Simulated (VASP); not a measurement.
Here is a VASP 6.6.1 calculation.

Contents of INCAR:

```
SYSTEM = ZnO
PREC = Accurate
ENCUT = 520
EDIFF = 1E-6
ISMEAR = 0
SIGMA = 0.02
LREAL = .False.
LASPH = .True.
NELM = 100
ALGO = Normal
ISIF = 2
LWAVE = .False.
LCHARG = .False.
GGA = PS
NBANDS = 26
```

File KPOINTS:

```
regular mesh
0
Gamma
  9 9 6
  0 0 0
```

File POSCAR:

```
ZnO
1.0
    3.2951270871      0.0000000000      0.0000000000
   -1.6475635436      2.8536637662      0.0000000000
    0.0000000000      0.0000000000      5.1513690556
Zn O
2 2
Direct
    0.6666666667      0.3333333333      0.5006385776
    0.3333333333      0.6666666667      0.0006385776
    0.6666666667      0.3333333333      0.8796714224
    0.3333333333      0.6666666667      0.3796714224
```

Potentials or basis: VASP PAW PBE potentials, release 64 (Zn, O).

Command:

```console
$ cat potpaw_PBE.64/Zn/POTCAR potpaw_PBE.64/O/POTCAR > POTCAR
$ mpirun -np 1 vasp_std > vasp.out
```

Task: Estimate the pressure.

Result: -2.7 GPa.

Task: Predict the band gap on the k mesh.

Result: 0.69 eV, direct.

Forces on the atoms (eV/Å):
```
Zn   0.000  0.000 -0.281
Zn   0.000  0.000 -0.281
O    0.000  0.000  0.281
O    0.000  0.000  0.281
```

Caveat: the cell differs from its parent crystal (biaxial strain in the a-b plane: +2.0 %); the PAW data sets were made with another functional, which shifts forces and pressure a little.
